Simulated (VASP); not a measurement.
LiCl2:

```
Li Cl
1.0
     5.01747    0.00000    0.00000
     0.00000    5.01747    0.00000
     0.00000    0.00000    9.26532
Li Cl
2 4
Direct
  0.50000 0.50000 0.00000
  0.50000 0.50000 0.50000
  0.24958 0.00000 0.00000
  0.75042 0.00000 0.00000
  0.00000 0.24958 0.50000
  0.00000 0.75042 0.50000
```

The cell was generated, and may not be a known phase.

- Program: VASP 6.6.1
- Task: relaxation of cell and atoms
- Functional: PBE
- Potentials or basis: VASP PAW PBE potentials, release 64 (Li_sv, Cl)
- Cutoff: 750 eV
- k mesh: 8 × 8 × 4
- Occupations: gaussian, width 0.1 eV
- Spin: no spin polarisation

At the start: pressure -0.2 GPa; volume 38.88 Å³/atom.

Task: How do energy, volume and symmetry change on relaxing?

Result: Over 18 steps the energy falls by 6.5 meV/atom and the volume is 49.18 Å³/atom (+26.5 %); space group P4_2/mmc (No. 131, to 0.1 Å) before and after.

The path:
| step | energy change (eV) | largest force (eV/Å) | pressure (GPa) | volume (Å³) |
| --- | --- | --- | --- | --- |
| 1 | 0.0000 | 0.0097 | -0.24 | 233.25 |
| 2 | -0.0059 | 0.0120 | 0.00 | 231.28 |
| 3 | -0.0065 | 0.0127 | 0.11 | 230.42 |
| 4 | -0.0075 | 0.0025 | 0.10 | 231.15 |
| 5 | -0.0100 | 0.0480 | 0.09 | 233.33 |
| 6 | -0.0133 | 0.1382 | 0.07 | 237.69 |
| 7 | -0.0132 | 0.3170 | 0.03 | 246.45 |
| 8 | -0.0143 | 0.2347 | 0.05 | 242.41 |
| 9 | -0.0146 | 0.2328 | 0.05 | 242.66 |
| 10 | -0.0155 | 0.2269 | 0.04 | 243.43 |
| 11 | -0.0173 | 0.2149 | 0.04 | 244.95 |
| 12 | -0.0205 | 0.1908 | 0.03 | 247.99 |
| 13 | -0.0260 | 0.1432 | 0.02 | 254.09 |
| 14 | -0.0334 | 0.0485 | -0.01 | 266.31 |
| 15 | -0.0364 | 0.1373 | -0.05 | 290.87 |
| 16 | -0.0370 | 0.0911 | -0.05 | 284.73 |
| 17 | -0.0384 | 0.0433 | -0.02 | 289.69 |
| 18 | -0.0387 | 0.0095 | 0.00 | 295.07 |

Final structure:
```yaml
crystal:
  lattice:
    - [4.98801, 0.00000, 0.00000]
    - [0.00000, 4.98801, 0.00000]
    - [0.00000, 0.00000, 11.85978]
  atoms:
    - { symbol: Li, position: [0.50000, 0.50000, 0.00000] }
    - { symbol: Li, position: [0.50000, 0.50000, 0.50000] }
    - { symbol: Cl, position: [0.24934, 0.00000, 0.00000] }
    - { symbol: Cl, position: [0.75066, 0.00000, 0.00000] }
    - { symbol: Cl, position: [0.00000, 0.24934, 0.50000] }
    - { symbol: Cl, position: [0.00000, 0.75066, 0.50000] }
```

Caveat: the volume moved by over 15 % at a fixed basis, so the end points are rough.
